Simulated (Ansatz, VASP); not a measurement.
Two plane-wave programs on MnF2

Contents of INCAR:

```
SYSTEM = MnF2
ALGO = Normal
EDIFF = 1E-7
ENCUT = 520
GGA = PS
ISIF = 2
ISMEAR = -1
LASPH = .True.
LCHARG = .False.
LREAL = .False.
LWAVE = .False.
NBANDS = 36
NELM = 60
PREC = Accurate
SIGMA = 0.05
```

File KPOINTS:

```
k-points
0
Gamma
  6 6 8
  0 0 0
```

The input POSCAR:

```
MnF2
1.0
    4.8738000000      0.0000000000      0.0000000000
    0.0000000000      4.8738000000      0.0000000000
    0.0000000000      0.0000000000      3.3107000000
Mn F
2 4
Direct
    0.5000000000      0.5000000000      0.5000000000
    0.0000000000      0.0000000000      0.0000000000
    0.8053000000      0.1947000000      0.5000000000
    0.6947000000      0.6947000000      0.0000000000
    0.1947000000      0.8053000000      0.5000000000
    0.3053000000      0.3053000000      0.0000000000
```

File input.yaml:

```yaml
crystal:
  lattice:
    - [4.8738, 0.0, 0.0]
    - [0.0, 4.8738, 0.0]
    - [0.0, 0.0, 3.3107]
  atoms:
    - { symbol: Mn, position: [0.5, 0.5, 0.5] }
    - { symbol: Mn, position: [0.0, 0.0, 0.0] }
    - { symbol: F, position: [0.8053, 0.1947, 0.5] }
    - { symbol: F, position: [0.6947, 0.6947, 0.0] }
    - { symbol: F, position: [0.1947, 0.8053, 0.5] }
    - { symbol: F, position: [0.3053, 0.3053, 0.0] }
hamiltonian:
  xc: pbesol
  pseudopotentials: { kind: paw }
kpoints:
  mp_grid: { grid: [6, 6, 8] }
scf:
  occupations: { method: fermi_dirac, width: 0.05 }
output:
  forces: true
  stress: true
  eigenvalues: true
  write_density: true
  write_potential: true
  elf: true
  volumetric_format: npy
```

Alike in both runs: task single point; functional PBEsol; k mesh 6 × 6 × 8; occupations fermi-dirac, width 0.05 eV; no spin polarisation.

|  | VASP | Ansatz |
| --- | --- | --- |
| version | VASP 6.6.1 | Ansatz 0.2.0 |
| potentials or method | VASP PAW PBE potentials, release 64 (Mn_pv, F) | Ansatz PAW |
| plane-wave cutoff (eV) | 520 | 420 |
| valence electrons in the cell | 54 | 58 |

|  | VASP | Ansatz | Ansatz less VASP |
| --- | --- | --- | --- |
| gap on the k mesh at the Fermi level (eV) | none | none | - |
| pressure (GPa) | -20.8 | -20.8 | -0.03 |
| traceless stress, the component that is largest in VASP (GPa) | -3.72 | -3.79 | -0.071 |
| rms of the force components (eV/Å) | 0.034 | 0.035 | +0.0012 |

VASP's potentials were made for PBE, not for PBEsol. Atom by atom the forces differ by 0.001 eV/Å (rms over components). A gap of «none» marks a metal or a gap that the smearing closes. With one functional, cell and mesh, what is left measures potentials, basis and numerics. VASP's potentials hold 54 valence electrons a cell and Ansatz's 58, so a difference there can come from the potentials and not from the codes.
